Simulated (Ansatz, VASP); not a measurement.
# Two plane-wave programs on SnTe

```
Sn Te
1.0
     0.00000    3.14309    3.14309
     3.14309    0.00000    3.14309
     3.14309    3.14309    0.00000
Sn Te
1 1
Direct
  0.00000 0.00000 0.00000
  0.50000 0.50000 0.50000
```

Alike in both runs: functional r2SCAN; k mesh 9 × 9 × 9; occupations fermi-dirac, width 0.1 eV; no spin polarisation.

Ansatz relaxed the structure, and its values are those at the end. VASP's run is a single point on that final structure, the one shown.

```csv
,VASP,Ansatz
version,VASP 6.6.1,Ansatz 0.2.0
potentials or method,"VASP PAW PBE potentials, release 64 (Sn_d, Te), cutoff 520 eV",PAW plane waves
valence electrons in the cell,20,30
```

|  | VASP | Ansatz | Ansatz less VASP |
| --- | --- | --- | --- |
| pressure (GPa) | 1.9 | 1.9 | +0.02 |

VASP's potentials were made for PBE, not for r2SCAN. VASP's potentials hold 20 valence electrons a cell and Ansatz's 30, so a difference there can come from the potentials and not from the codes. Ansatz's warnings: stress scf threshold loose.

Spin-orbit coupling is off throughout.
